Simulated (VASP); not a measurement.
Set up this calculation in VASP 6.6.1, as the native input.

```yaml
Task: relaxation of cell and atoms
Functional: PBEsol
Potentials_or_basis: VASP PAW PBE potentials, release 64 (As, Pd, Cl)
Cutoff: 600 eV
k_mesh: 4 × 4 × 4
Occupations: fermi-dirac, width 0.03 eV
Spin: no spin polarisation
Dipole_correction: no
Further_INCAR_settings: ALGO = Normal; EDIFF = 1e-07; IBRION = 2; EDIFFG = -0.01; NSW = 100; ISIF = 3
```

The structure of AsPdCl5 lies in POSCAR:

```
AsPdCl5
1.0
    4.7163951200      0.0000000000      0.0000000000
    0.0000000000      4.7163951200      0.0000000000
    0.0000000000      0.0000000000      8.3500102800
As Pd Cl
1 1 5
Direct
    0.5000000000      0.5000000000      0.0000000000
    0.0000000000      0.0000000000      0.5000000000
    0.0000000000      0.5000000000      0.2963546500
    0.0000000000      0.5000000000      0.7036453500
    0.5000000000      0.0000000000      0.2963546500
    0.5000000000      0.0000000000      0.7036453500
    0.0000000000      0.0000000000      0.0000000000
```

These files were run (other wordings do the same):

INCAR

```
ALGO = Normal
EDIFF = 1E-7
EDIFFG = -0.01
ENCUT = 600
GGA = PS
IBRION = 2
ISIF = 3
ISMEAR = -1
LASPH = T
LCHARG = F
LREAL = F
LWAVE = F
NELM = 100
NSW = 100
PREC = Accurate
SIGMA = 0.03
```

KPOINTS

```
k-points
0
Gamma
  4 4 4
```

Potentials or basis: VASP PAW PBE potentials, release 64 (As, Pd, Cl).

Command:

```sh
$ cat potpaw_PBE.64/As/POTCAR potpaw_PBE.64/Pd/POTCAR potpaw_PBE.64/Cl/POTCAR > POTCAR
$ mpirun -np 1 vasp_std > vasp.out
```

Results of the run:

```json
{
  "Relaxed volume": "18.82 Å³/atom",
  "Relaxed cell": "a = 4.438 Å, b = 4.438 Å, c = 6.689 Å, α = 90.00°, β = 90.00°, γ = 90.00°",
  "Space group after relaxing (to 0.05 Å)": "P4/mmm (No. 123)",
  "Energy gained by relaxing": "373.4 meV/atom",
  "Ionic steps": "19",
  "Pressure after relaxing": "0.0 GPa",
  "Band gap on the k mesh": "zero (band 25 reaches 5.24 eV, above the bottom of band 26 at 4.82 eV)"
}
```

Caveat: the volume moved by over 15 % at a fixed basis, so the end points are rough; the PAW data sets were made with another functional, which shifts forces and pressure a little.

Run time: 17 min on 1 thread of Intel(R) Xeon(R) 6975P-C (Granite Rapids), with other jobs on the host, peak memory 0.42 GiB.
